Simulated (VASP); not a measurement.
# GdN (Fmm2) in VASP: relaxation of cell and atoms with PBE

Aim: the relaxation of cell and atoms of GdN with PBE.

Program: VASP 6.6.1. These are calculated values, not measurements. Logs are shortened: lines on timing, memory, paths and dates and some standing lists are left out, and cuts for length are marked.

## 1. The cell of the first run

Symmetry: Fmm2, No. 42, orthorhombic system. Conventional cell: a = 4.680 Å, b = 5.224 Å, c = 7.001 Å, α = 90.00°, β = 90.00°, γ = 90.00°. Within 3.3 Å of Gd (site symmetry mm2) lie 5 N at 2.51 to 2.76 Å. Within 3.3 Å of N (site symmetry mm2) lie 5 Gd at 2.51 to 2.76 Å.

The cell was built from a structure type or drawn by symmetry, and may not be a known phase.

## 2. Relaxation of cell and atoms, PBE, collinear spin, ferromagnetic start

The input, INCAR:

```
PREC = Accurate
ENCUT = 600
EDIFF = 1E-6
ISMEAR = 0
SIGMA = 0.15
LREAL = F
LASPH = T
NELM = 150
ALGO = Normal
ISIF = 3
LWAVE = F
LCHARG = F
ISPIN = 2
MAGMOM = 7 0
LORBIT = 11
LMAXMIX = 6
GGA = PE
IBRION = 2
NSW = 36
EDIFFG = -0.08
```

The input, KPOINTS:

```
regular mesh
0
Gamma
  5 5 5
```

The input, POSCAR:

```
GdN
1.0
    0.0000000000      2.6117725100      3.5007372700
    2.3401154900      0.0000000000      3.5007372700
    2.3401154900      2.6117725100      0.0000000000
Gd N
1 1
Direct
    0.3656558600      0.3656558600      0.6343441400
    0.7378158900      0.7378158900      0.2621841100
```

Potentials or basis: VASP PAW PBE potentials, release 64 (Gd, N).

Command:

```bash
$ cat potpaw_PBE.64/Gd/POTCAR potpaw_PBE.64/N/POTCAR > POTCAR
$ mpirun -np 1 vasp_std > vasp.out
```

OUTCAR:

```text
PREC = Accurate
   ENCUT = 600
   EDIFF = 1E-6
   ISMEAR = 0
   LREAL = F
   LASPH = T
   NELM = 150
   ISIF = 3
   ISPIN = 2
   LORBIT = 11
   GGA = PE
   IBRION = 2
   NSW = 36
   EDIFFG = -0.08

 ion  position               nearest neighbor table
   1  0.366  0.366  0.634-   2 2.51   2 2.51   2 2.61
   2  0.738  0.738  0.262-   1 2.51   1 2.51   1 2.61

  LATTYP: Found a face centered orthorhombic cell.
 ALAT       =     4.6802309800
 B/A-ratio  =     1.1160870141
 C/A-ratio  =     1.4959677353

  Lattice vectors:

 A1 = (   0.0000000000,   2.6117725100,   3.5007372700)
 A2 = (   2.3401154900,   0.0000000000,   3.5007372700)
 A3 = (   2.3401154900,   2.6117725100,   0.0000000000)

Analysis of symmetry for initial positions (statically):
=====================================================================
 Subroutine PRICEL returns:
 Original cell was already a primitive cell.

 Routine SETGRP: Setting up the symmetry group for a
 face centered orthorhombic supercell.

 Subroutine GETGRP returns: Found  4 space group operations
 (whereof  4 operations were pure point group operations)
 out of a pool of  8 trial point group operations.

The static configuration has the point symmetry C_2v.

Analysis of symmetry for dynamics (positions and initial velocities):
=====================================================================
 Subroutine PRICEL returns:
 Original cell was already a primitive cell.

 Routine SETGRP: Setting up the symmetry group for a
 face centered orthorhombic supercell.

 Subroutine GETGRP returns: Found  4 space group operations
 (whereof  4 operations were pure point group operations)
 out of a pool of  8 trial point group operations.

The dynamic configuration has the point symmetry C_2v.

Analysis of structural, dynamic, and magnetic symmetry:
=====================================================================
 Subroutine PRICEL returns:
 Original cell was already a primitive cell.

 Routine SETGRP: Setting up the symmetry group for a
 face centered orthorhombic supercell.

 Subroutine GETGRP returns: Found  4 space group operations
 (whereof  4 operations were pure point group operations)
 out of a pool of  8 trial point group operations.

The overall configuration has the point symmetry C_2v.

 Subroutine INISYM returns: Found  4 space group operations
 (whereof  4 operations are pure point group operations),
 and found     1 'primitive' translations

[... 109 lines left out ...]
   ISMEAR =     0;   SIGMA  =   0.15  broadening in eV -4-tet -1-fermi 0-gaus
   EFERMI_NEDOS =   21; number of points for ismear=-14 and -15
   IALGO  =     38    algorithm
   IMIX   =      4    mixing-type and parameters
     AMIX     =   0.40;   BMIX     =  1.00
     AMIX_MAG =   1.60;   BMIX_MAG =  1.00
  volume/ion in A,a.u.               =      21.40       144.39
  Fermi-wavevector in a.u.,A,eV,Ry     =   1.331057  2.515333 24.105623  1.771713
  Thomas-Fermi vector in A             =   2.460097
   LORBIT       =     11    0 simple, 1 ext, 2 COOP (PROOUT), +10 PAW based schemes
   GGA     = PE    functional components
   LHFCALC =     F    Hartree Fock is set to
   AEXX    =    0.0000 exact exchange contribution
   IVDW    =     0    specifies the selected vdW correction
   LEPSILON=     F    determine dielectric tensor
   LRPA    =     F    only Hartree local field effects (RPA)
 conjugate gradient relaxation of ions
 spin polarized calculation
 Gauss-broadening in eV      SIGMA  =   0.15
  energy-cutoff  :      600.00
  volume of cell :       42.79
 maximum number of plane-waves:      1448
   NGX = 17   NGY = 17   NGZ = 13

--------------------------------------- Ionic step        1  -------------------------------------------

 number of electron      23.0000003 magnetization       7.0007866

 Free energy of the ion-electron system (eV)
  ---------------------------------------------------
  ext. energy  EPLUGINS =         0.00000000
  ---------------------------------------------------
  free energy    TOTEN  =       -22.00011284 eV

  energy without entropy =      -21.99980356  energy(sigma->0) =      -21.99995820

 E-fermi :   2.4134     XC(G=0):  -9.8374

 val. band max:        2.2299558224   @ k =   0.4000   0.4000   0.0000
 cond. band min:       2.5978384093   @ k =   0.4000   0.4000   0.0000
 fundamental gap:      0.3678825868
 Fermi energy:         2.4133852166

 spin component 1

 k-point     1 :       0.0000    0.0000    0.0000
  band No.  band energies     occupation
      1     -42.4851      1.00000
      2     -19.7488      1.00000
      3     -19.6139      1.00000
      4     -19.5547      1.00000
      5     -10.0769      1.00000
      6      -2.0803      1.00000
[... 1156 lines left out ...]
  FREE ENERGIE OF THE ION-ELECTRON SYSTEM (eV)
  ---------------------------------------------------
  free  energy   TOTEN  =       -22.7273852118 eV

  energy  without entropy=      -22.7259470146  energy(sigma->0) =      -22.72666611

[... ionic steps 4 to 13 ...]

--------------------------------------- Ionic step       14  -------------------------------------------

 number of electron      22.9999999 magnetization      -6.9999626

------------------------ aborting loop because EDIFF is reached ----------------------------------------
[... 67 lines left out ...]
--------------------------------------- Ionic step       16  -------------------------------------------

 number of electron      22.9999999 magnetization      -6.9999777

 Free energy of the ion-electron system (eV)
  ---------------------------------------------------
  ext. energy  EPLUGINS =         0.00000000
  ---------------------------------------------------
  free energy    TOTEN  =       -23.21665271 eV

  energy without entropy =      -23.21544582  energy(sigma->0) =      -23.21604927

 E-fermi :   3.9892     XC(G=0): -11.5591

 val. band max:        3.6644684383   @ k =   0.4000   0.4000   0.0000
 cond. band min:       4.0316873050   @ k =   0.0000   0.0000   0.0000
 fundamental gap:      0.3672188667
 Fermi energy:         3.9891563110

 spin component 1

 k-point     1 :       0.0000    0.0000    0.0000
  band No.  band energies     occupation
      1     -36.7716      1.00000
      2     -14.6390      1.00000
      3     -14.6229      1.00000
      4     -14.6208      1.00000
      5      -9.1371      1.00000
      6       2.9809      1.00000
[... 1080 lines left out ...]
  FREE ENERGIE OF THE ION-ELECTRON SYSTEM (eV)
  ---------------------------------------------------
  free  energy   TOTEN  =       -23.2166527125 eV

  energy  without entropy=      -23.2154458220  energy(sigma->0) =      -23.21604927

 reached required accuracy - stopping structural energy minimisation

 total charge

# of ion       s       p       d       f       tot
--------------------------------------------------
    1        2.034   5.661   0.535   6.999  15.229
    2        1.246   2.363   0.000   0.000   3.609
--------------------------------------------------
tot          3.280   8.024   0.535   6.999  18.838

 magnetization (x)

# of ion       s       p       d       f       tot
--------------------------------------------------
    1        0.006   0.080  -0.084  -6.806  -6.805
    2        0.007   0.078   0.000   0.000   0.086
--------------------------------------------------
tot          0.013   0.159  -0.084  -6.806  -6.719
```

It took 28 min on 1 thread of Intel Xeon Platinum 8259CL at 2.50GHz (Skylake/Cascade Lake), shared host; peak memory 0.29 GiB.

What came out:

- Free energy: -23.2167 eV
- Relaxed volume: 15.54 Å³/atom
- Relaxed cell: a = 3.532 Å, b = 3.538 Å, c = 3.518 Å, α = 60.08°, β = 60.24°, γ = 59.68°
- Space group after relaxing (to 0.1 Å): I4mm (No. 107)
- Energy gained by relaxing: 608.3 meV/atom
- Ionic steps: 16
- Pressure after relaxing: -0.4 GPa
- Largest force after relaxing: 0.028 eV/Å
- Band gap on the k mesh: zero (filled and empty bands overlap)
- Net moment: -7.00 μB per cell
- Site moments: Gd -6.80; N +0.09 μB
- Valence electrons inside the program's atomic spheres: Gd 15.23; N 3.61

Forces on the atoms (eV/Å):
```
Gd   0.000  0.000 -0.028
N    0.000  0.000  0.028
```

Step by step:
| step | energy change (eV) | largest force (eV/Å) | pressure (GPa) | volume (Å³) |
| --- | --- | --- | --- | --- |
| 1 | 0.0000 | 0.6824 | -17.40 | 42.79 |
| 2 | -0.5621 | 0.4081 | 19.75 | 29.88 |
| 3 | -0.7273 | 0.3429 | 2.25 | 33.28 |
| 4 | -0.9217 | 0.9296 | 2.31 | 32.56 |
| 5 | -0.9528 | 1.6102 | 4.71 | 31.86 |
| 6 | -1.0576 | 0.9882 | -0.34 | 32.52 |
| 7 | -1.0813 | 0.5652 | -3.62 | 33.06 |
| 8 | -1.1310 | 0.3737 | -1.65 | 32.22 |
| 9 | -1.1619 | 0.1172 | 2.70 | 30.95 |
| 10 | -1.1921 | 0.0859 | 0.79 | 31.13 |
| 11 | -1.1967 | 0.0559 | -0.09 | 31.23 |
| 12 | -1.2093 | 0.1152 | -0.75 | 31.27 |
| 13 | -1.2113 | 0.1366 | -0.89 | 31.28 |
| 14 | -1.2156 | 0.0853 | 0.55 | 30.92 |
| 15 | -1.2156 | 0.0823 | 0.66 | 30.90 |
| 16 | -1.2165 | 0.0281 | -0.40 | 31.08 |

Final structure:
```xyz
2
Lattice="0.0000 2.4833 2.5115 2.4916 0.0000 2.5115 2.4916 2.4833 0.0000" Properties=species:S:1:pos:R:3 pbc="T T T"
Gd    2.4916    2.4833    1.5642
N     2.4916    2.4833    3.9785
```

Levels at points of the mesh, in eV from the Fermi level:
Spin up:
| k point | band 6 | band 7 | band 8 | band 9 | band 10 | band 11 |
| --- | --- | --- | --- | --- | --- | --- |
| (0.00, 0.00, 0.00) | -1.01 | -0.99 | -0.98 | 1.61 | 2.14 | 2.14 |
Spin down:
```tsv
k point	band 12	band 13	band 14	band 15	band 16	band 17	band 18	band 19
(0.00, 0.00, 0.00)	-3.30	0.04	0.07	0.09	2.34	2.53	2.56	3.07
```

Caveat: the k points lie up to 0.44 Å⁻¹ apart in the final cell; the electronic state changed during the relaxation; the volume moved by over 15 % at a fixed basis, so the end points are rough; spin-orbit coupling is left out, which moves the levels of the heavy elements; a cell with one magnetic atom can't hold antiferromagnetic order, which such compounds often take; semilocal functionals describe open f shells poorly, which spoils levels, moments and volumes. The state reached can hang on the start; a lower one may exist.
